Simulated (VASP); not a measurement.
Si4N3, 7 atoms in the cell. The structure is cubic, space group P-43m (No. 215). Conventional cell: a = 4.042 Å, b = 4.042 Å, c = 4.042 Å, α = 90.00°, β = 90.00°, γ = 90.00°. Si (site symmetry 3m) has 3 N at 1.74 Å within 2.3 Å. N (site symmetry -42m) has 4 Si at 1.74 Å within 2.3 Å. 

| Item | Value |
| --- | --- |
| Program | VASP 6.6.1 |
| Task | relaxation of cell and atoms |
| Functional | PBE |
| Potentials or basis | VASP PAW PBE potentials, release 64 (Si, N) |
| Cutoff | 600 eV |
| k mesh | 4 × 4 × 4 |
| Occupations | gaussian, width 0.1 eV |
| Spin | no spin polarisation |
| Dipole correction | no |
| Further INCAR settings | ALGO = Normal; EDIFF = 1e-07; IBRION = 2; EDIFFG = -0.04; NSW = 90; ISIF = 3 |

Potentials or basis: VASP PAW PBE potentials, release 64 (Si, N).

Run with:

```console
$ cat potpaw_PBE.64/Si/POTCAR potpaw_PBE.64/N/POTCAR > POTCAR
$ mpirun -np 1 vasp_std > vasp.out
```

Hardware: 1 thread of Intel(R) Xeon(R) Platinum 8488C (Sapphire Rapids), on a shared host.

Problem. Estimate the wall time of this run.

Solution. Run time: 68 s on 1 thread of Intel(R) Xeon(R) Platinum 8488C (Sapphire Rapids), with other jobs on the host, peak memory 0.18 GiB. Counts: scf iterations 103, k points 10, ion steps 11.
